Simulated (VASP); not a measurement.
MgZn2TeSe2: single point with PBE

Crystal: MgZn2TeSe2.

```xyz
6
Lattice="5.6060 0.0000 0.0000 0.0000 5.6060 0.0000 0.0000 0.0000 5.3274" Properties=species:S:1:pos:R:3 pbc="T T T"
Mg    0.0000    0.0000    2.6637
Zn    2.8030    2.8030    1.3731
Zn    2.8030    2.8030    3.9543
Te    0.0000    0.0000    0.0000
Se    0.0000    2.8030    0.0000
Se    2.8030    0.0000    0.0000
```

- Program: VASP 6.6.1
- Task: single point
- Functional: PBE
- Potentials or basis: VASP PAW PBE potentials, release 64 (Mg, Zn, Te, Se)
- Cutoff: 520 eV
- k mesh: 4 × 4 × 4
- Occupations: gaussian, width 0.1 eV
- Spin: no spin polarisation
- Dipole correction: no
- Further INCAR settings: ALGO = Normal; EDIFF = 1e-07; NBANDS = 31

The pressure is 0.0 GPa and the band gap on the k mesh is zero (band 22 reaches 2.86 eV, above the bottom of band 23 at 1.72 eV).

Levels at points of the mesh, in eV from the Fermi level:
```tsv
k point	band 19	band 20	band 21	band 22	band 23	band 24	band 25	band 26
(0.00, 0.00, 0.00)	-2.42	-1.62	-1.45	-0.75	1.26	2.77	2.84	2.84
(0.50, 0.00, 0.00)	-1.98	-1.73	-1.40	-1.06	-0.97	1.75	2.18	3.13
(0.50, 0.50, 0.00)	-1.84	-1.84	-1.19	-1.13	-1.02	-0.23	0.57	0.91
(0.00, 0.00, 0.50)	-2.25	-2.25	-1.97	-0.27	0.86	0.86	3.00	3.96
(0.50, 0.00, 0.50)	-1.88	-1.69	-1.66	-1.28	1.23	1.87	2.14	2.41
(0.50, 0.50, 0.50)	-2.21	-1.69	-1.69	-1.01	-0.99	1.85	2.94	2.94
```

It took 62 s on 1 thread of Intel(R) Xeon(R) 6975P-C (Granite Rapids) (shared host), peak memory 0.31 GiB.

Caveat: spin-orbit coupling is left out, which moves the levels of the heavy elements.
